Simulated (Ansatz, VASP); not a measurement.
**Two plane-wave programs on AlNi**

INCAR

```
SYSTEM = AlNi
  PREC = Accurate
  ENCUT = 600
  EDIFF = 1E-6
  ISMEAR = 0
  SIGMA = 0.15
  LREAL = .False.
  LASPH = .True.
  NELM = 60
  ALGO = Fast
  ISIF = 3
  LWAVE = .False.
  LCHARG = .False.
  GGA = PE
  IBRION = 2
  NSW = 100
  EDIFFG = -0.01
```

File KPOINTS:

```
regular mesh
0
Gamma
  12 12 6
  0 0 0
```

The input POSCAR:

```
AlNi
1.0
    2.8930835342      0.0000000000      0.0000000000
    0.0000000000      2.8930835342      0.0000000000
    0.0000000000      0.0000000000      5.7861670685
Al Ni
2 2
Direct
   -0.0014068568     -0.0115715065      0.4971656966
    0.0042205705      0.0347145194      0.0085029102
    0.4985931432      0.4884284935      0.2471656966
    0.4985931432      0.4884284935      0.7471656966
```

Input for Ansatz:

```yaml
crystal:
  lattice:
    - [2.8930835342, 0.0, 0.0]
    - [0.0, 2.8930835342, 0.0]
    - [0.0, 0.0, 5.7861670685]
  atoms:
    - { symbol: Al, position: [-0.0014068568, -0.0115715065, 0.4971656966] }
    - { symbol: Al, position: [0.0042205705, 0.0347145194, 0.0085029102] }
    - { symbol: Ni, position: [0.4985931432, 0.4884284935, 0.2471656966] }
    - { symbol: Ni, position: [0.4985931432, 0.4884284935, 0.7471656966] }
basis:
  ecutwfc: 420
kpoints:
  mp_grid: { grid: [12, 12, 6] }
hamiltonian:
  xc: pbe
scf:
  occupations: { method: gaussian, width: 0.15 }
output:
  forces: true
  stress: true
  eigenvalues: true
relax:
  adjacent_minimum: "off"
  f_tol: 0.01
  max_steps: 80
  cell: { stress_tol: 0.1 }
```

Change from the starting cell: atom 2 moved 0.15 Å; relaxed back.

Alike in both runs: task relaxation of cell and atoms; functional PBE; k mesh 12 × 12 × 6; occupations gaussian, width 0.15 eV; no spin polarisation.

|  | VASP | Ansatz |
| --- | --- | --- |
| version | VASP 6.6.1 | Ansatz 0.2.0 |
| potentials or method | VASP PAW PBE potentials, release 64 (Al, Ni), cutoff 600 eV | scalar-relativistic, plane waves, PAW |
| valence electrons in the cell | 26 | 42 |

```csv
,VASP,Ansatz,Ansatz less VASP
"gap on the k mesh at the Fermi level, each at its own relaxed structure (eV)",none,none,-
relaxed volume (Å³/atom),12.11,12.11,0.000
relaxed length of the cell vector where the two differ most in proportion (Å),2.890,2.893,+0.0034
```

A gap of «none» marks a metal or a gap that the smearing closes. VASP's potentials hold 26 valence electrons a cell and Ansatz's 42, so a difference there can come from the potentials and not from the codes.
